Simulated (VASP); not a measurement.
Write the native input for VASP 6.6.1 that does the following.

* Task: single point
* Functional: r2SCAN
* Potentials or basis: VASP PAW PBE potentials, release 64 (B, As)
* Cutoff: 520 eV
* k mesh: 10 × 10 × 10
* Occupations: gaussian, width 0.01 eV
* Spin: no spin polarisation
* Dipole correction: no
* Further INCAR settings: ALGO = Normal; EDIFF = 1e-06; NBANDS = 11

The system is BAs.

```
B As
1.0
     0.00000    2.46362    2.46362
     2.46362    0.00000    2.46362
     2.46362    2.46362    0.00000
B As
1 1
Direct
  0.00000 0.00000 0.00000
  0.25000 0.25000 0.25000
```

This cell differs from its parent crystal: strain +3.0%.

These files were run (other wordings do the same):

POSCAR

```
BAs
1.0
    0.0000000000      2.4636236322      2.4636236322
    2.4636236322      0.0000000000      2.4636236322
    2.4636236322      2.4636236322      0.0000000000
B As
1 1
Direct
    0.0000000000      0.0000000000      0.0000000000
    0.2500000000      0.2500000000      0.2500000000
```

INCAR.step1

```
SYSTEM = BAs
ALGO     = Normal         ! electronic algorithm
EDIFF    = 1E-4           ! SCF threshold, eV
ENCUT    = 520            ! plane-wave cutoff, eV
GGA      = PE             ! functional
ISMEAR   = 0              ! smearing method
LASPH    = .TRUE.         ! aspherical terms in the spheres
LCHARG   = .FALSE.        ! write CHGCAR
LREAL    = .FALSE.        ! projectors in reciprocal space
LWAVE    = .TRUE.         ! write WAVECAR
NBANDS   = 11             ! bands
NELM     = 100            ! most SCF steps
PREC     = Accurate       ! precision mode
SIGMA    = 0.01           ! smearing width, eV
```

INCAR.step2

```
SYSTEM = BAs
ALGO     = Normal         ! electronic algorithm
EDIFF    = 1E-6           ! SCF threshold, eV
ENCUT    = 520            ! plane-wave cutoff, eV
ISIF     = 2              ! what is computed and relaxed
ISMEAR   = 0              ! smearing method
ISTART   = 1            
LASPH    = .TRUE.         ! aspherical terms in the spheres
LCHARG   = .FALSE.        ! write CHGCAR
LMIXTAU  = .TRUE.       
LREAL    = .FALSE.        ! projectors in reciprocal space
LWAVE    = .FALSE.        ! write WAVECAR
METAGGA  = R2SCAN         ! meta-GGA
NBANDS   = 11             ! bands
NELM     = 100            ! most SCF steps
PREC     = Accurate       ! precision mode
SIGMA    = 0.01           ! smearing width, eV
```

KPOINTS

```
k-points
0
G
  10 10 10
  0 0 0
```

Potentials or basis: VASP PAW PBE potentials, release 64 (B, As).

Run with:

```console
$ cat potpaw_PBE.64/B/POTCAR potpaw_PBE.64/As/POTCAR > POTCAR
$ cp INCAR.step1 INCAR
$ mpirun -np 1 vasp_std > vasp.out
$ cp INCAR.step2 INCAR
$ mpirun -np 1 vasp_std > vasp.out
```

Results of the run:

```
Pressure               : -10.3 GPa
Band gap on the k mesh : 1.46 eV, indirect (least direct gap 3.35 eV)
```

Caveat: the cell differs from its parent crystal (strain +3.0%); the PAW data sets were made with another functional, which shifts forces and pressure a little.

Run time: 40 s on 1 thread of Intel(R) Xeon(R) 6975P-C (Granite Rapids) (shared host), peak memory 0.17 GiB.
